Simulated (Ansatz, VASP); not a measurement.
One calculation of Os, two programs

```xyz
3
Lattice="4.3209 0.0000 0.0000 -2.1604 3.7420 0.0000 0.0000 0.0000 2.7238" Properties=species:S:1:pos:R:3 pbc="T T T"
Os    0.0000    0.0000    0.0000
Os    0.0000    2.4947    1.3619
Os    2.1604    1.2473    1.3619
```

Alike in both runs: functional PBE; k mesh 12 × 12 × 16; occupations gaussian, width 0.1 eV; no spin polarisation.

Ansatz relaxed the structure, and its values are those at the end. VASP's run is a single point on that final structure, the one shown.

```csv
,VASP,Ansatz
version,VASP 6.6.1,Ansatz 0.2.0
potentials or method,"VASP PAW PBE potentials, release 64 (Os), cutoff 520 eV","scalar-relativistic, plane waves, PAW"
valence electrons in the cell,24,48
```

|  | VASP | Ansatz | Ansatz less VASP |
| --- | --- | --- | --- |
| gap on the k mesh at the Fermi level (eV) | none | none | - |
| pressure (GPa) | -0.2 | 0.0 | +0.24 |

A gap of «none» marks a metal or a gap that the smearing closes. VASP's potentials hold 24 valence electrons a cell and Ansatz's 48, so a difference there can come from the potentials and not from the codes.

Neither program's run includes spin-orbit coupling.
